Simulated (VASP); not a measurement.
Zr2NbC2, 5 atoms in the cell. The structure is hexagonal, space group P6/mmm (No. 191). The conventional cell has a = 5.123 Å, b = 5.123 Å, c = 4.393 Å, α = 90.00°, β = 90.00°, γ = 120.00°. Within 3.0 Å of Zr (site symmetry -6m2) lie 2 C at 2.20 Å and 3 Zr at 2.96 Å and 3 Nb at 2.96 Å. Nb (site symmetry 6/mmm) has 6 Zr at 2.96 Å and 12 C at 3.68 Å within 3.9 Å. C (site symmetry -6m2) has 2 Zr at 2.20 Å and 3 C at 2.96 Å within 3.0 Å. The cell was built from a structure type or drawn by symmetry, and may not be a known phase.

```yaml
Program: VASP 6.6.1
Task: single point
Functional: PBE
Potentials_or_basis: VASP PAW PBE potentials, release 64 (Zr_sv, Nb_sv, C)
Cutoff: 520 eV
k_mesh: 12 × 12 × 8
Occupations: gaussian, width 0.1 eV
Spin: no spin polarisation
Dipole_correction: no
Further_INCAR_settings: ALGO = Normal; EDIFF = 1e-07; NBANDS = 30
```

Potentials or basis: VASP PAW PBE potentials, release 64 (Zr_sv, Nb_sv, C).

Command:

```bash
$ cat potpaw_PBE.64/Zr_sv/POTCAR potpaw_PBE.64/Nb_sv/POTCAR potpaw_PBE.64/C/POTCAR > POTCAR
$ mpirun -np 1 vasp_std > vasp.out
```

Hardware: 1 thread of Intel(R) Xeon(R) 6975P-C (Granite Rapids) (shared host).

How long does it take, and how much memory?

It took 2.7 min on 1 thread of Intel(R) Xeon(R) 6975P-C (Granite Rapids), with other jobs on the host, peak memory 0.42 GiB. Counts: scf iterations 18, k points 95.
